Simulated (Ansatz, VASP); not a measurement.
# CoO in VASP and in Ansatz

```xyz
2
Lattice="1.5367 0.8872 2.4735 -1.5367 0.8872 2.4735 0.0000 -1.7745 2.4735" Properties=species:S:1:pos:R:3 pbc="T T T"
Co    0.0000    0.0000    0.0000
O     0.0000    0.0000    3.7103
```

Alike in both runs: functional PBE; k mesh 12 × 12 × 12; occupations gaussian, width 0.02 eV; collinear spin; Hubbard terms Co d U = 3.32 eV.

Ansatz relaxed the structure, and its values are those at the end. VASP's run is a single point on that final structure, the one shown.

|  | VASP | Ansatz |
| --- | --- | --- |
| version | VASP 6.6.1 | Ansatz 0.2.0 |
| potentials or method | VASP PAW PBE potentials, release 64 (Co, O), cutoff 520 eV | scalar-relativistic, plane waves, PAW |
| valence electrons in the cell | 15 | 23 |

VASP gave:

```
pressure (GPa)                                                : -7.4
net moment per atom (μB)                                      : 1.50
size of the moment on the site where the two differ most (μB) : 2.73
```

Which values does Ansatz return?

Pressure (GPa): 0.0; net moment per atom (μB): 1.50; size of the moment on the site where the two differ most (μB): 2.62.

Site moments also hang on the region over which each program counts them. The programs project onto different local orbitals, so the same U acts differently, and such runs can settle in different states. VASP's potentials hold 15 valence electrons a cell and Ansatz's 23, so a difference there can come from the potentials and not from the codes.
